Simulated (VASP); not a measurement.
# Zr3NbTe2 (P6mm) in VASP: a series of runs

The runs below take Zr3NbTe2 through single point, relaxation of cell and atoms, with PBE.

Everything below comes from runs of VASP 6.6.1. Logs are shortened: lines on timing, memory, paths and dates and some standing lists are left out, and cuts for length are marked.

## 1. The cell of the first run

Symmetry: P6mm, No. 183, hexagonal system. The conventional cell has a = 5.999 Å, b = 5.999 Å, c = 4.430 Å, α = 90.00°, β = 90.00°, γ = 120.00°. Zr (site symmetry 2mm) has 4 Te at 2.81 to 2.82 Å and 4 Zr at 3.00 Å and 2 Nb at 3.12 Å within 3.7 Å. Within 4.1 Å of Nb (site symmetry 6mm) lie 6 Zr at 3.12 Å and 6 Te at 3.72 Å. Within 3.8 Å of Te (site symmetry 3m) lie 6 Zr at 2.81 to 2.82 Å and 3 Te at 3.46 Å and 3 Nb at 3.72 Å.

The cell was generated, and may not be a known phase.

## 2. Single point, PBE

INCAR

```
  ALGO = Normal
  EDIFF = 1E-6
  ENCUT = 520
  GGA = PE
  ISIF = 2
  ISMEAR = 0
  LASPH = True
  LCHARG = False
  LREAL = False
  LWAVE = False
  NBANDS = 40
  NELM = 100
  PREC = Accurate
  SIGMA = 0.1
```

KPOINTS

```
k-points
0
Gamma
  3 3 4
```

POSCAR

```
Zr3NbTe2
1.0
    5.9986267300      0.0000000000      0.0000000000
   -2.9993133700      5.1949631400      0.0000000000
    0.0000000000      0.0000000000      4.4304753900
Zr Nb Te
3 1 2
Direct
    0.0000000000      0.5000000000      0.9950230700
    0.5000000000      0.0000000000      0.9950230700
    0.5000000000      0.5000000000      0.9950230700
    0.0000000000      0.0000000000      0.1926302600
    0.6666666700      0.3333333300      0.4961477200
    0.3333333300      0.6666666700      0.4961477200
```

Potentials or basis: VASP PAW PBE potentials, release 64 (Zr_sv, Nb_sv, Te).

On the command line:

```bash
cat potpaw_PBE.64/Zr_sv/POTCAR potpaw_PBE.64/Nb_sv/POTCAR potpaw_PBE.64/Te/POTCAR > POTCAR
mpirun -np 1 vasp_std > vasp.out
```

OUTCAR:

```text
EDIFF = 1E-6
   ENCUT = 520
   GGA = PE
   ISIF = 2
   ISMEAR = 0
   LASPH = True
   LREAL = False
   NELM = 100
   PREC = Accurate

 ion  position               nearest neighbor table
   1  0.000  0.500  0.995-   5 2.81   6 2.81   5 2.82   6 2.82   3 3.00   3 3.00   2 3.00   2 3.00
                             4 3.12   4 3.12
   2  0.500  0.000  0.995-   5 2.81   6 2.81   5 2.82   6 2.82   1 3.00   1 3.00   3 3.00   3 3.00
                             4 3.12   4 3.12
   3  0.500  0.500  0.995-   5 2.81   6 2.81   5 2.82   6 2.82   1 3.00   1 3.00   2 3.00   2 3.00
                             4 3.12   4 3.12
   4  0.000  0.000  0.193-   2 3.12   2 3.12   3 3.12   3 3.12   1 3.12   1 3.12
   5  0.667  0.333  0.496-   1 2.81   2 2.81   3 2.81   1 2.82   2 2.82   3 2.82   6 3.46   6 3.46
                             6 3.46
   6  0.333  0.667  0.496-   1 2.81   2 2.81   3 2.81   1 2.82   2 2.82   3 2.82   5 3.46   5 3.46
                             5 3.46

  LATTYP: Found a hexagonal cell.
 ALAT       =     5.9986267300
 C/A-ratio  =     0.7385816103

  Lattice vectors:

 A1 = (   5.9986267300,   0.0000000000,   0.0000000000)
 A2 = (  -2.9993133700,   5.1949631400,   0.0000000000)
 A3 = (   0.0000000000,   0.0000000000,   4.4304753900)

Analysis of symmetry for initial positions (statically):
=====================================================================
 Subroutine PRICEL returns:
 Original cell was already a primitive cell.

 Routine SETGRP: Setting up the symmetry group for a
 hexagonal supercell.

 Subroutine GETGRP returns: Found 12 space group operations
 (whereof 12 operations were pure point group operations)
 out of a pool of 24 trial point group operations.

The static configuration has the point symmetry C_6v.

Analysis of symmetry for dynamics (positions and initial velocities):
=====================================================================
 Subroutine PRICEL returns:
 Original cell was already a primitive cell.

 Routine SETGRP: Setting up the symmetry group for a
 hexagonal supercell.

 Subroutine GETGRP returns: Found 12 space group operations
 (whereof 12 operations were pure point group operations)
 out of a pool of 24 trial point group operations.

The dynamic configuration has the point symmetry C_6v.

 Subroutine INISYM returns: Found 12 space group operations
 (whereof 12 operations are pure point group operations),
 and found     1 'primitive' translations

----------------------------------------------------------------------------------------

                                     Primitive cell

  volume of cell :     138.0653

  direct lattice vectors                    reciprocal lattice vectors
     5.998626730  0.000000000  0.000000000     0.166704822  0.096247074  0.000000000
    -2.999313370  5.194963140  0.000000000     0.000000000  0.192494147  0.000000000
     0.000000000  0.000000000  4.430475390     0.000000000  0.000000000  0.225709413

  length of vectors
     5.998626730  5.998626736  4.430475390     0.192494148  0.192494147  0.225709413

  position of ions in fractional coordinates (direct lattice)
     1.000000000  0.500000000  0.995023070
     0.500000000  0.000000000  0.995023070
     0.500000000  0.500000000  0.995023070
     0.000000000  0.000000000  0.192630260
     0.666666670  0.333333330  0.496147720
     0.333333330  0.666666670  0.496147720

  ion indices of the primitive-cell ions
   primitive index   ion index
                 1           1
                 2           2
                 3           3
                 4           4
                 5           5
                 6           6

----------------------------------------------------------------------------------------

 KPOINTS: k-points

Automatic generation of k-mesh.
 Grid dimensions read from file:
 generate k-points for:    3    3    4

 Generating k-lattice:

  Cartesian coordinates                     Fractional coordinates (reciprocal lattice)
     0.055568274  0.032082358  0.000000000     0.333333333 -0.000000000  0.000000000
[... 45 lines left out ...]
  energy-cutoff  :      520.00
  volume of cell :      138.07
 maximum number of plane-waves:      3726
 NGX is ok and might be reduce to    48
   NGX = 23   NGY = 23   NGZ = 17

 number of electron      60.9999998 magnetization

 Free energy of the ion-electron system (eV)
  ---------------------------------------------------
  ext. energy  EPLUGINS =         0.00000000
  ---------------------------------------------------
  free energy    TOTEN  =       -40.57241816 eV

  energy without entropy =      -40.53494339  energy(sigma->0) =      -40.55368077

 E-fermi :   9.7512     XC(G=0): -10.9254

 val. band max:        9.7430688302   @ k =   0.3333   0.0000   0.2500
 cond. band min:       9.8091834666   @ k =   0.0000   0.0000   0.2500
 fundamental gap:      0.0661146364
 Fermi energy:         9.7511859838

 k-point     1 :       0.0000    0.0000    0.0000
  band No.  band energies     occupation
      1     -45.4272      2.00000
      2     -38.9007      2.00000
      3     -38.7413      2.00000
      4     -38.7413      2.00000
      5     -21.5865      2.00000
      6     -21.4141      2.00000
[... 32 lines left out ...]
     39      13.5677      0.00000
     40      14.0215      0.00000

 k-point     2 :       0.3333    0.0000    0.0000
  band No.  band energies     occupation
      1     -45.4271      2.00000
      2     -38.8677      2.00000
      3     -38.7756      2.00000
      4     -38.7415      2.00000
      5     -21.5876      2.00000
      6     -21.4107      2.00000
[... 32 lines left out ...]
     39      12.3301      0.00000
     40      12.6813      0.00000

 k-point     3 :       0.3333    0.3333    0.0000
  band No.  band energies     occupation
      1     -45.4271      2.00000
      2     -38.8221      2.00000
      3     -38.8221      2.00000
      4     -38.7414      2.00000
      5     -21.5882      2.00000
      6     -21.4048      2.00000
[... 208 lines left out ...]
  band No.  band energies     occupation
      1     -45.4270      2.00000
      2     -38.8664      2.00000
      3     -38.7742      2.00000
      4     -38.7399      2.00000
      5     -21.5947      2.00000
      6     -21.4099      2.00000
[... 32 lines left out ...]
     39      12.2728      0.00000
     40      12.4282      0.00000

 k-point     9 :       0.3333    0.3333    0.5000
  band No.  band energies     occupation
      1     -45.4269      2.00000
      2     -38.8207      2.00000
      3     -38.8207      2.00000
      4     -38.7399      2.00000
      5     -21.5953      2.00000
      6     -21.4043      2.00000
[... 32 lines left out ...]
     39      11.2582      0.00000
     40      13.2026      0.00000

------------------------ aborting loop because EDIFF is reached ----------------------------------------

  FORCE on cell =-STRESS in cart. coord.  units (eV):
  Direction    XX          YY          ZZ          XY          YZ          ZX
  --------------------------------------------------------------------------------------
  -------------------------------------------------------------------------------------
  Total        8.1658328      8.1658328     13.9363735     -0.0000000      0.0000000      0.0000000
  in kB       94.7603003     94.7603005    161.7244644     -0.0000001      0.0000000      0.0000000
  external PRESSURE =     117.0816884 kB  Pullay stress =       0.0000000 kB

 VOLUME and BASIS-vectors are now :
 -----------------------------------------------------------------------------
  energy-cutoff  :      520.00
  volume of cell :      138.07
      direct lattice vectors                 reciprocal lattice vectors
     5.998626730  0.000000000  0.000000000     0.166704822  0.096247074  0.000000000
    -2.999313370  5.194963140  0.000000000     0.000000000  0.192494147  0.000000000
     0.000000000  0.000000000  4.430475390     0.000000000  0.000000000  0.225709413

 POSITION                                       TOTAL-FORCE (eV/Angst)
 -----------------------------------------------------------------------------------
     -1.49966      2.59748      4.40843        -0.000000      0.000000      0.190989
      2.99931      0.00000      4.40843        -0.000000      0.000000      0.190989
      1.49966      2.59748      4.40843        -0.000000      0.000000      0.190989
      0.00000      0.00000      0.85344        -0.000000      0.000000      0.241757
      2.99931      1.73165      2.19817         0.000000     -0.000000     -0.407361
     -0.00000      3.46331      2.19817        -0.000000      0.000000     -0.407361
 -----------------------------------------------------------------------------------
    total drift:                               -0.000000     -0.000000      0.001048

  FREE ENERGIE OF THE ION-ELECTRON SYSTEM (eV)
  ---------------------------------------------------
  free  energy   TOTEN  =       -40.5724181603 eV

  energy  without entropy=      -40.5349433883  energy(sigma->0) =      -40.55368077
```

Wall time 2 min (1 thread of Intel Xeon 8259CL, shared host); peak memory 0.3 GiB.

Results:

| Quantity | Value |
| --- | --- |
| Free energy | -40.5724 eV |
| Pressure | 11.7 GPa |
| Largest force | 0.407 eV/Å |
| Band gap on the k mesh | zero (an odd number of electrons rules out a gap without spin polarisation) |

Forces on the atoms (eV/Å):
```
Zr   0.000  0.000  0.191
Zr   0.000  0.000  0.191
Zr   0.000  0.000  0.191
Nb   0.000  0.000  0.242
Te   0.000  0.000 -0.407
Te   0.000  0.000 -0.407
```

Caveat: the k points lie up to 0.40 Å⁻¹ apart, too coarse for converged energies and pressures of a metal; spin-orbit coupling is left out, which moves the levels of the heavy elements.

## 3. Single point, PBE

This run uses another cell than the first one, of 25.68 Å³/atom.

INCAR

```
SYSTEM = Zr3NbTe2
  PREC = Accurate
  ENCUT = 520
  EDIFF = 1E-7
  ISMEAR = 0
  SIGMA = 0.1
  LREAL = .False.
  LASPH = .True.
  NELM = 60
  ALGO = Normal
  ISIF = 2
  LWAVE = .False.
  LCHARG = .False.
  GGA = PE
  NBANDS = 40
```

KPOINTS

```
regular mesh
0
Gamma
  3 3 4
  0 0 0
```

POSCAR

```
Zr3NbTe2
1.0
    6.1339663920      0.0000000030      0.0000000000
   -3.0669831986      5.3121707200      0.0000000000
    0.0000000000      0.0000000000      4.7291197597
Zr Nb Te
3 1 2
Direct
    0.0000000000      0.5000000000      1.0034498416
    0.5000000000      0.0000000000      1.0034498416
    0.5000000000      0.5000000000      1.0034498416
    0.0000000000      0.0000000000      0.1655909301
    0.6666666667      0.3333333333      0.4970272275
    0.3333333333      0.6666666667      0.4970272275
```

Potentials or basis: VASP PAW PBE potentials, release 64 (Zr_sv, Nb_sv, Te).

On the command line:

```bash
cat potpaw_PBE.64/Zr_sv/POTCAR potpaw_PBE.64/Nb_sv/POTCAR potpaw_PBE.64/Te/POTCAR > POTCAR
mpirun -np 1 vasp_std > vasp.out
```

It took 2.2 min on 1 thread of Intel Xeon 8259CL, shared host; peak memory 0.3 GiB.

Results (log left out):

- Free energy: -41.1817 eV
- Pressure: 0.1 GPa
- Largest force: 0.011 eV/Å
- Band gap on the k mesh: zero (an odd number of electrons rules out a gap without spin polarisation)

Forces on the atoms (eV/Å):
```
Zr   0.000  0.000  0.008
Zr   0.000  0.000  0.008
Zr   0.000  0.000  0.008
Nb   0.000  0.000 -0.001
Te   0.000  0.000 -0.011
Te   0.000  0.000 -0.011
```

Stress tensor (GPa, compression positive):
```
0.02 0.00 0.00
0.00 0.02 0.00
0.00 0.00 0.13
```

Levels at points of the mesh, in eV from the Fermi level:
```tsv
k point	band 27	band 28	band 29	band 30	band 31	band 32	band 33	band 34	band 35	band 36
(0.00, 0.00, 0.00)	-1.77	-1.77	-0.69	-0.69	-0.16	0.68	0.68	0.71	0.71	2.64
(0.00, 0.00, 0.50)	-2.17	-1.29	0.24	0.24	0.77	0.83	0.83	0.90	0.90	1.03
```

Caveat: the k points lie up to 0.39 Å⁻¹ apart, too coarse for converged energies and pressures of a metal; spin-orbit coupling is left out, which moves the levels of the heavy elements.

## 4. Relaxation of cell and atoms, PBE

INCAR

```
ALGO = Normal
EDIFF = 1E-6
EDIFFG = -0.04
ENCUT = 600
GGA = PE
IBRION = 2
ISIF = 3
ISMEAR = 0
LASPH = True
LCHARG = False
LREAL = False
LWAVE = False
NELM = 100
NSW = 90
PREC = Accurate
SIGMA = 0.1
```

KPOINTS

```
k-points
0
Gamma
  3 3 4
```

POSCAR

```
Zr3NbTe2
1.0
    5.9986267300      0.0000000000      0.0000000000
   -2.9993133700      5.1949631400      0.0000000000
    0.0000000000      0.0000000000      4.4304753900
Zr Nb Te
3 1 2
Direct
    0.0000000000      0.5000000000      0.9950230700
    0.5000000000      0.0000000000      0.9950230700
    0.5000000000      0.5000000000      0.9950230700
    0.0000000000      0.0000000000      0.1926302600
    0.6666666700      0.3333333300      0.4961477200
    0.3333333300      0.6666666700      0.4961477200
```

On the command line:

```bash
cat potpaw_PBE.64/Zr_sv/POTCAR potpaw_PBE.64/Nb_sv/POTCAR potpaw_PBE.64/Te/POTCAR > POTCAR
mpirun -np 1 vasp_std > vasp.out
```

Run time: 22 min. Hardware: 1 thread of Intel Xeon 8259CL, shared host; peak memory 0.33 GiB.

It converged, with:

```yaml
Free_energy: -41.1766 eV
Relaxed_volume: 25.69 Å³/atom
Relaxed_cell: a = 6.126 Å, b = 6.126 Å, c = 4.743 Å, α = 90.00°, β = 90.00°, γ = 120.00°
Space_group_after_relaxing_to_0.1_Å: P6mm (No. 183)
Energy_gained_by_relaxing: 100.7 meV/atom
Ionic_steps: 16
Pressure_after_relaxing: 0.0 GPa
Largest_force_after_relaxing: 0.010 eV/Å
Band_gap_on_the_k_mesh: zero (an odd number of electrons rules out a gap without spin polarisation)
```

Forces on the atoms (eV/Å):
```
Zr   0.000  0.000  0.001
Zr   0.000  0.000  0.001
Zr   0.000  0.000  0.001
Nb   0.000  0.000  0.010
Te   0.000  0.000 -0.006
Te   0.000  0.000 -0.006
```

Stress tensor (GPa, compression positive):
```
 0.14  0.00  0.00
 0.00  0.14  0.00
 0.00  0.00 -0.14
```

Step by step:
```tsv
step	energy change (eV)	largest force (eV/Å)	pressure (GPa)	volume (Å³)
1	0.0000	0.4073	11.72	138.07
2	0.0090	0.4219	-8.01	174.39
3	-0.5696	0.0996	-0.44	154.48
4	-0.5698	0.0938	-0.25	154.14
5	-0.5697	0.0877	-0.07	153.81
6	-0.5810	0.1205	0.13	153.29
7	-0.5836	0.1436	0.30	152.88
8	-0.5852	0.1745	-0.22	153.88
9	-0.5852	0.1740	-0.22	153.86
10	-0.5870	0.1856	-0.23	153.96
11	-0.5928	0.1887	-0.28	154.23
12	-0.6012	0.0921	-0.41	154.79
13	-0.5885	0.2050	-0.63	155.92
14	-0.6021	0.0332	-0.46	155.02
15	-0.6030	0.0404	0.40	153.50
16	-0.6039	0.0102	0.04	154.13
```

Final structure:
```xyz
6
Lattice="6.1257 0.0000 0.0000 -3.0628 5.3050 0.0000 0.0000 0.0000 4.7428" Properties=species:S:1:pos:R:3 pbc="T T T"
Zr    4.5943    2.6525    0.0177
Zr    0.0000    5.3050    0.0177
Zr    1.5314    2.6525    0.0177
Nb    0.0000    0.0000    0.7808
Te    3.0628    1.7683    2.3575
Te    0.0000    3.5367    2.3575
```

Levels at points of the mesh, in eV from the Fermi level:
```csv
k point,band 28,band 29,band 30,band 31,band 32,band 33,band 34,band 35
"(0.00, 0.00, 0.00)",-1.78,-0.71,-0.71,-0.16,0.68,0.68,0.72,0.72
"(0.00, 0.00, 0.50)",-1.32,0.25,0.25,0.77,0.83,0.83,0.89,0.89
```

Caveat: the k points lie up to 0.39 Å⁻¹ apart in the final cell, too coarse for converged energies and pressures of a metal; spin-orbit coupling is left out, which moves the levels of the heavy elements.

## 5. Single point, PBE, collinear spin

This run uses another cell than the first one, of 25.68 Å³/atom.

INCAR

```
PREC     = Accurate       # precision mode
ENCUT    = 520            # plane-wave cutoff, eV
EDIFF    = 1E-7           # SCF threshold, eV
ISMEAR   = 0              # smearing method
SIGMA    = 0.1            # smearing width, eV
LREAL    = False          # projectors in reciprocal space
LASPH    = True           # aspherical terms in the spheres
NELM     = 150            # most SCF steps
ALGO     = Normal         # electronic algorithm
ISIF     = 2              # what is computed and relaxed
LWAVE    = False          # write WAVECAR
LCHARG   = False          # write CHGCAR
ISPIN    = 2              # spin polarisation
MAGMOM   = 1 1 1 1 0 0    # initial moments
LORBIT   = 11             # projections on sites
LMAXMIX  = 4              # l up to which the mixer works
GGA      = PE             # functional
NBANDS   = 44             # bands
```

KPOINTS

```
Automatic mesh
0
Gamma
  3 3 4
```

POSCAR

```
Zr3NbTe2
1.0
    6.1339663920      0.0000000000      0.0000000000
   -3.0669831960      5.3121707214      0.0000000000
    0.0000000000      0.0000000000      4.7291197597
Zr Nb Te
3 1 2
Direct
    0.0000000000      0.5000000000      0.0034498416
    0.5000000000      0.0000000000      0.0034498416
    0.5000000000      0.5000000000      0.0034498416
    0.0000000000      0.0000000000      0.1655909301
    0.6666666667      0.3333333333      0.4970272275
    0.3333333333      0.6666666667      0.4970272275
```

On the command line:

```bash
cat potpaw_PBE.64/Zr_sv/POTCAR potpaw_PBE.64/Nb_sv/POTCAR potpaw_PBE.64/Te/POTCAR > POTCAR
mpirun -np 1 vasp_std > vasp.out
```

It took 8.4 min on 1 thread of Intel Xeon 8259CL, shared host; peak memory 0.4 GiB.

The run converged. Its results:

- Free energy: -41.1817 eV
- Pressure: 0.1 GPa
- Largest force: 0.011 eV/Å
- Net moment: 0.00 μB per cell
- Valence electrons inside the program's atomic spheres: Zr 9.90; Nb 10.52; Te 3.47

Forces in eV/Å, atoms in the order of the input:
```
Zr   0.000  0.000  0.008
Zr   0.000  0.000  0.008
Zr   0.000  0.000  0.008
Nb   0.000  0.000 -0.001
Te   0.000  0.000 -0.011
Te   0.000  0.000 -0.011
```

Stress tensor (GPa, compression positive):
```
0.02 0.00 0.00
0.00 0.02 0.00
0.00 0.00 0.13
```

Levels at points of the mesh, in eV from the Fermi level:
Spin up:
```tsv
k point	band 27	band 28	band 29	band 30	band 31	band 32	band 33	band 34	band 35	band 36
(0.00, 0.00, 0.00)	-1.77	-1.77	-0.69	-0.69	-0.16	0.68	0.68	0.71	0.71	2.64
(0.00, 0.00, 0.50)	-2.17	-1.29	0.24	0.24	0.77	0.83	0.83	0.90	0.90	1.03
```
Spin down:
| k point | band 27 | band 28 | band 29 | band 30 | band 31 | band 32 | band 33 | band 34 | band 35 | band 36 |
| --- | --- | --- | --- | --- | --- | --- | --- | --- | --- | --- |
| (0.00, 0.00, 0.00) | -1.77 | -1.77 | -0.69 | -0.69 | -0.16 | 0.68 | 0.68 | 0.71 | 0.71 | 2.64 |
| (0.00, 0.00, 0.50) | -2.17 | -1.29 | 0.24 | 0.24 | 0.77 | 0.83 | 0.83 | 0.90 | 0.90 | 1.03 |

Caveat: the k points lie up to 0.39 Å⁻¹ apart; spin-orbit coupling is left out, which moves the levels of the heavy elements.

## 6. Summary

| task | spin | cell | cutoff (eV) | gap on the mesh (eV) | pressure (GPa) | largest force (eV/Å) |
| --- | --- | --- | --- | --- | --- | --- |
| single point | off | a = 5.999, b = 5.999, c = 4.430 Å, angles 90.0, 90.0, 120.0°, 6 atoms, atomic positions A | 520 | none | 11.7 | 0.41 |
| single point | off | a = 6.134, b = 6.134, c = 4.729 Å, angles 90.0, 90.0, 120.0°, 6 atoms, atomic positions B | 520 | none | 0.1 | 0.01 |
| relaxation of cell and atoms | off | relaxed from a = 5.999, b = 5.999, c = 4.430 Å, angles 90.0, 90.0, 120.0°, 6 atoms, atomic positions A | 600 | none | 0.0 | 0.01 |
| single point | collinear | a = 6.134, b = 6.134, c = 4.729 Å, angles 90.0, 90.0, 120.0°, 6 atoms, atomic positions B | 520 | none | 0.1 | 0.01 |

Alike in all rows: level PBE; potentials or basis VASP PAW PBE potentials, release 64 (Zr_sv, Nb_sv, Te); k mesh 3 × 3 × 4; smearing gaussian 0.1 eV.

Caveats: all runs use coarse meshes; spin-orbit coupling is left out, which moves the levels of the heavy elements.

Absolute energies hang on the potentials; compare differences alone.

The gap in the log of VASP goes by the Fermi energy; the results here count the filled bands.